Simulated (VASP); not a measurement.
Runs of VASP 6.6.1 on Pb. The structure is that of space group P6_3/mmc (No. 194), or close to it. The cells are those of the table. 

```tsv
cell	gap on the mesh (eV)	pressure (GPa)
a = 3.480, b = 3.480, c = 5.366 Å, angles 90.0, 90.0, 120.0°, 2 atoms	none	5.5
a = 3.619, b = 3.619, c = 5.366 Å, angles 90.0, 90.0, 120.0°, 2 atoms	none	1.2
a = 3.341, b = 3.341, c = 5.366 Å, angles 90.0, 90.0, 120.0°, 2 atoms	none	(c)
a = 3.619, b = 3.619, c = 5.143 Å, angles 90.0, 90.0, 120.0°, 2 atoms	none	4.0
a = 3.341, b = 3.341, c = 5.814 Å, angles 90.0, 90.0, 120.0°, 2 atoms	none	(a)
a = 3.341, b = 3.341, c = 6.037 Å, angles 90.0, 90.0, 120.0°, 2 atoms	none	(b)
a = 3.202, b = 3.202, c = 5.814 Å, angles 90.0, 90.0, 120.0°, 2 atoms	none	13.4
a = 3.341, b = 3.341, c = 5.143 Å, angles 90.0, 90.0, 120.0°, 2 atoms	none	16.7
a = 3.480, b = 3.480, c = 5.814 Å, angles 90.0, 90.0, 120.0°, 2 atoms	none	0.7
```

Alike in all rows: task single point; level r2SCAN; potentials or basis VASP PAW PBE potentials, release 64 (Pb_d); no spin polarisation; k mesh 18 × 18 × 10; cutoff (eV) 520; smearing gaussian 0.15 eV.

Q: Fill in the values left out.

A: (a) 5.6; (b) 3.6; (c) 12.1.

Caveats: the PAW data sets were made with another functional, which shifts forces and pressure a little; spin-orbit coupling is left out, which moves the levels of the heavy elements.

A k mesh can miss the band edges, and the runs leave out spin-orbit coupling on Pb.

A gap of «none» marks levels without a gap at the run's occupations.
